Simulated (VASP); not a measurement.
Be, 2 atoms in the cell. The structure is hexagonal, space group P6_3/mmc (No. 194). The conventional cell has a = 2.266 Å, b = 2.266 Å, c = 3.556 Å, α = 90.00°, β = 90.00°, γ = 120.00°. Be (site symmetry -6m2) has 12 Be at 2.21 to 2.27 Å within 2.9 Å. 

```yaml
Program: VASP 6.6.1
Task: single point
Functional: r2SCAN
Potentials_or_basis: VASP PAW PBE potentials, release 64 (Be)
Cutoff: 520 eV
k_mesh: 20 × 20 × 12
Occupations: gaussian, width 0.05 eV
Spin: no spin polarisation
Dipole_correction: no
Further_INCAR_settings: ALGO = Normal; EDIFF = 1e-06; NBANDS = 9
```

Potentials or basis: VASP PAW PBE potentials, release 64 (Be).

Run with:

```sh
$ cat potpaw_PBE.64/Be/POTCAR > POTCAR
$ cp INCAR.step1 INCAR
$ mpirun -np 1 vasp_std > vasp.out
$ cp INCAR.step2 INCAR
$ mpirun -np 1 vasp_std > vasp.out
```

Hardware: 1 thread of AMD EPYC 7R13 Processor (Zen 3), on a shared host.

Task: Estimate the wall time of this run.

Result: Wall time 87 s on 1 thread of AMD EPYC 7R13 Processor (Zen 3), on a shared host, peak memory 0.12 GiB. Counts: k points 308.
